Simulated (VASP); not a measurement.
# ZnO (zincite) (P6_3mc) in VASP: notebook, part 2 of 2

VASP 6.6.1.

### Step 3. Electric field gradients, LDA

Input file INCAR:

```
PREC = Accurate ; ENCUT = 520
EDIFF = 1E-8 ; ISMEAR = -1
SIGMA = 0.02 ; LREAL = False
LASPH = True ; NELM = 120
ALGO = Normal ; ISIF = 2
LWAVE = False ; LCHARG = False
GGA = CA ; LEFG = True
NBANDS = 26 ; GGA_COMPAT = False
```

Input file KPOINTS:

```
Automatic mesh
0
Gamma
  8 8 5
```

Input file POSCAR:

```
ZnO
1.0
    3.2493080000      0.0000000000      0.0000000000
   -1.6246540000      2.8139832727      0.0000000000
    0.0000000000      0.0000000000      5.2057090000
Zn O
2 2
Direct
    0.3333333333      0.6666666667      0.4990859689
    0.6666666667      0.3333333333     -0.0009140311
    0.6666666667      0.3333333333      0.3799240311
    0.3333333333      0.6666666667      0.8799240311
```

Potentials or basis: VASP PAW LDA potentials, release 64 (Zn, O).

Run with:

```sh
$ cat potpaw_LDA.64/Zn/POTCAR potpaw_LDA.64/O/POTCAR > POTCAR
$ mpirun -np 1 vasp_std > vasp.out
```

OUTCAR:

```text
PREC = Accurate
   ENCUT = 520
   EDIFF = 1E-8
   ISMEAR = -1
   LREAL = False
   LASPH = True
   NELM = 120
   ISIF = 2
   GGA = CA

 ion  position               nearest neighbor table
   1  0.333  0.667  0.499-   3 1.98   3 1.98   3 1.98   4 1.98
   2  0.667  0.333  0.999-   4 1.98   4 1.98   4 1.98   3 1.98
   3  0.667  0.333  0.380-   1 1.98   1 1.98   1 1.98   2 1.98
   4  0.333  0.667  0.880-   2 1.98   2 1.98   2 1.98   1 1.98

  LATTYP: Found a hexagonal cell.
 ALAT       =     3.2493080000
 C/A-ratio  =     1.6020977390

  Lattice vectors:

 A1 = (   3.2493080000,   0.0000000000,   0.0000000000)
 A2 = (  -1.6246540000,   2.8139832727,   0.0000000000)
 A3 = (   0.0000000000,   0.0000000000,   5.2057090000)

Analysis of symmetry for initial positions (statically):
=====================================================================
 Subroutine PRICEL returns:
 Original cell was already a primitive cell.

 Routine SETGRP: Setting up the symmetry group for a
 hexagonal supercell.

 Subroutine GETGRP returns: Found 12 space group operations
 (whereof  6 operations were pure point group operations)
 out of a pool of 24 trial point group operations.

The static configuration has the point symmetry C_3v.
 The point group associated with its full space group is C_6v.

Analysis of symmetry for dynamics (positions and initial velocities):
=====================================================================
 Subroutine PRICEL returns:
 Original cell was already a primitive cell.

 Routine SETGRP: Setting up the symmetry group for a
 hexagonal supercell.

 Subroutine GETGRP returns: Found 12 space group operations
 (whereof  6 operations were pure point group operations)
[... 860 lines left out ...]

  FORCE on cell =-STRESS in cart. coord.  units (eV):
  Direction    XX          YY          ZZ          XY          YZ          ZX
  --------------------------------------------------------------------------------------
  -------------------------------------------------------------------------------------
  Total       -1.8955186     -1.8955186     -1.5895118      0.0000000      0.0000000      0.0000000
  in kB      -63.8037711    -63.8037711    -53.5034823      0.0000000      0.0000000      0.0000000
  external PRESSURE =     -60.3703415 kB  Pullay stress =       0.0000000 kB

 VOLUME and BASIS-vectors are now :
 -----------------------------------------------------------------------------
  energy-cutoff  :      520.00
  volume of cell :       47.60
      direct lattice vectors                 reciprocal lattice vectors
     3.249308000  0.000000000  0.000000000     0.307757836  0.177684070  0.000000000
    -1.624654000  2.813983273  0.000000000     0.000000000  0.355368139  0.000000000
     0.000000000  0.000000000  5.205709000     0.000000000  0.000000000  0.192096792

 POSITION                                       TOTAL-FORCE (eV/Angst)
 -----------------------------------------------------------------------------------
     -0.00000      1.87599      2.59810        -0.000000      0.000000      0.003963
      1.62465      0.93799      5.20095         0.000000     -0.000000      0.003963
      1.62465      0.93799      1.97777        -0.000000      0.000000     -0.003963
     -0.00000      1.87599      4.58063        -0.000000      0.000000     -0.003963
 -----------------------------------------------------------------------------------
    total drift:                               -0.000000     -0.000001     -0.002238

  FREE ENERGIE OF THE ION-ELECTRON SYSTEM (eV)
  ---------------------------------------------------
  free  energy   TOTEN  =       -21.1219793248 eV

  energy  without entropy=      -21.1219793247  energy(sigma->0) =      -21.12197932

 Electric field gradients (V/A^2)
---------------------------------------------------------------------
 ion       V_xx      V_yy      V_zz      V_xy      V_xz      V_yz
---------------------------------------------------------------------
   1      -2.544    -2.545     5.090    -0.001    -0.000     0.000
   2      -2.544    -2.545     5.090    -0.001     0.000    -0.000
   3       1.443     1.439    -2.882    -0.004    -0.000     0.000
   4       1.443     1.439    -2.882    -0.004     0.000    -0.000
---------------------------------------------------------------------

 Electric field gradients after diagonalization (V/A^2)
 (convention: |V_zz| > |V_xx| > |V_yy|)
----------------------------------------------------------------------
 ion       V_xx      V_yy      V_zz     asymmetry (V_yy - V_xx)/ V_zz
----------------------------------------------------------------------
   1      -2.546    -2.544     5.090       0.000
   2      -2.546    -2.544     5.090       0.000
   3       1.446     1.437    -2.882       0.003
   4       1.446     1.437    -2.882       0.003
----------------------------------------------------------------------

           NMR quadrupolar parameters

 Cq : quadrupolar parameter    Cq=e*Q*V_zz/h
 eta: asymmetry parameters     (V_yy - V_xx)/ V_zz
 Q  : nuclear electric quadrupole moment in mb (millibarn)
----------------------------------------------------------------------
 ion       Cq(MHz)       eta       Q (mb)
----------------------------------------------------------------------
   1       0.012       0.000       1.000
   2       0.012       0.000       1.000
   3      -0.007       0.003       1.000
   4      -0.007       0.003       1.000
----------------------------------------------------------------------
```

OSZICAR:

```text
N       E                     dE             d eps       ncg     rms          rms(c)
DAV:   1     0.291353222223E+03    0.29135E+03   -0.18148E+04  1576   0.201E+03
DAV:   2     0.707668576498E+01   -0.28428E+03   -0.26617E+03  1628   0.410E+02
DAV:   3    -0.235803196622E+02   -0.30657E+02   -0.30246E+02  1718   0.138E+02
DAV:   4    -0.241737380694E+02   -0.59342E+00   -0.59215E+00  1724   0.195E+01
DAV:   5    -0.241767723796E+02   -0.30343E-02   -0.30340E-02  1708   0.146E+00    0.144E+01
DAV:   6    -0.210307045021E+02    0.31461E+01   -0.60978E+00  2460   0.617E+01    0.910E+00
DAV:   7    -0.211895796318E+02   -0.15888E+00   -0.27107E+00  1642   0.167E+01    0.542E+00
DAV:   8    -0.211732044861E+02    0.16375E-01   -0.58579E-01  2072   0.704E+00    0.168E+00
DAV:   9    -0.211200599119E+02    0.53145E-01   -0.10330E-01  2258   0.654E+00    0.338E-01
DAV:  10    -0.211220025318E+02   -0.19426E-02   -0.35198E-02  1594   0.134E+00    0.805E-02
DAV:  11    -0.211219951407E+02    0.73911E-05   -0.56204E-04  1862   0.522E-01    0.297E-02
DAV:  12    -0.211219783566E+02    0.16784E-04   -0.11863E-04  1982   0.355E-01    0.738E-03
DAV:  13    -0.211219804867E+02   -0.21302E-05   -0.13603E-05  2164   0.474E-02    0.907E-03
DAV:  14    -0.211219793551E+02    0.11317E-05   -0.30131E-06  1684   0.156E-02    0.183E-03
DAV:  15    -0.211219793428E+02    0.12327E-07   -0.19177E-07  1686   0.503E-03    0.102E-03
DAV:  16    -0.211219793298E+02    0.12968E-07   -0.31035E-08  1272   0.324E-03    0.537E-04
DAV:  17    -0.211219793248E+02    0.50240E-08   -0.17428E-08  1128   0.116E-03
   1 F= -.21121979E+02 E0= -.21121979E+02  d E =-.652321E-10
```

stdout:

```text
POSCAR found type information on POSCAR ZnO
 POSCAR found :  2 types and       4 ions
 scaLAPACK will be used
 LDA part: xc-table for (Slater(with rela. corr.)+CA(PZ))
 , standard interpolation
 POSCAR, INCAR and KPOINTS ok, starting setup
 FFT: planning ... GRIDC
 FFT: planning ... GRID_SOFT
 FFT: planning ... GRID
 WAVECAR not read
 entering main loop
ion   1

ion   2

ion   3

ion   4
```

Wall time 62 s (1 thread of Intel Xeon 8259CL, shared host); peak memory 0.16 GiB.

Results:

```yaml
Free_energy: -21.1220 eV
Pressure: -6.0 GPa
Largest_force: 0.004 eV/Å
Band_gap_on_the_k_mesh: 0.74 eV, direct
```

Forces in eV/Å, atoms in the order of the input:
```
Zn   0.000  0.000  0.004
Zn   0.000  0.000  0.004
O    0.000  0.000 -0.004
O    0.000  0.000 -0.004
```

Stress tensor (GPa, compression positive):
```
-6.38  0.00  0.00
 0.00 -6.38  0.00
 0.00  0.00 -5.35
```

Levels at points of the mesh, in eV from the valence-band top:
| k point | band 16 | band 17 | band 18 | band 19 | band 20 | band 21 |
| --- | --- | --- | --- | --- | --- | --- |
| (0.00, 0.00, 0.00) | -0.08 | 0.00 | 0.00 | 0.74 | 5.07 | 8.12 |
| (0.50, 0.00, 0.00) | -2.30 | -1.30 | -0.86 | 5.68 | 6.70 | 7.47 |

Electric field gradients, principal values (V/Å²):
| atom | least | middle | greatest (by size) |
| --- | --- | --- | --- |
| 1 Zn | -2.544 | -2.546 | 5.090 |
| 2 Zn | -2.544 | -2.546 | 5.090 |
| 3 O | 1.437 | 1.446 | -2.882 |
| 4 O | 1.437 | 1.446 | -2.882 |

Caveat: without QUAD_EFG the Cq values of the log hold for a quadrupole moment of 1 mb, not for the nuclei.
